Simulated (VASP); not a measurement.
A run of VASP 6.6.1:

The input INCAR:

```
SYSTEM = Sr
ALGO     = Fast           ! electronic algorithm
EDIFF    = 1E-6           ! SCF threshold, eV
ENCUT    = 520            ! plane-wave cutoff, eV
GGA      = RE             ! functional
GGA_COMPAT= .FALSE.      
ISIF     = 2              ! what is computed and relaxed
ISMEAR   = 0              ! smearing method
LASPH    = .TRUE.         ! aspherical terms in the spheres
LCHARG   = .FALSE.        ! write CHGCAR
LORBIT   = 11             ! projections on sites
LORBMOM  = .TRUE.       
LREAL    = .FALSE.        ! projectors in reciprocal space
LSORBIT  = .TRUE.         ! spin-orbit coupling
LWAVE    = .FALSE.        ! write WAVECAR
MAGMOM   = 0 0 0          ! initial moments
NBANDS   = 21             ! bands
NELM     = 150            ! most SCF steps
PREC     = Accurate       ! precision mode
SIGMA    = 0.025          ! smearing width, eV
```

Contents of KPOINTS:

```
k-points
0
G
  8 8 8
  0 0 0
```

The input POSCAR:

```
Sr
1.0
    0.0000000000      3.0423500000      3.0423500000
    3.0423500000      0.0000000000      3.0423500000
    3.0423500000      3.0423500000      0.0000000000
Sr
1
Direct
    0.0000000000      0.0000000000      0.0000000000
```

Potentials or basis: VASP PAW PBE potentials, release 64 (Sr_sv).

Run with:

```console
$ cat potpaw_PBE.64/Sr_sv/POTCAR > POTCAR
$ mpirun -np 1 vasp_ncl > vasp.out
```

Hardware: 1 thread of Intel Xeon 8259CL (shared host).

Q: How long does it take, and how much memory?

A: Wall time 2.5 min on 1 thread of Intel Xeon 8259CL, with other jobs on the host, peak memory 0.31 GiB. Counts: scf iterations 14, k points 29.
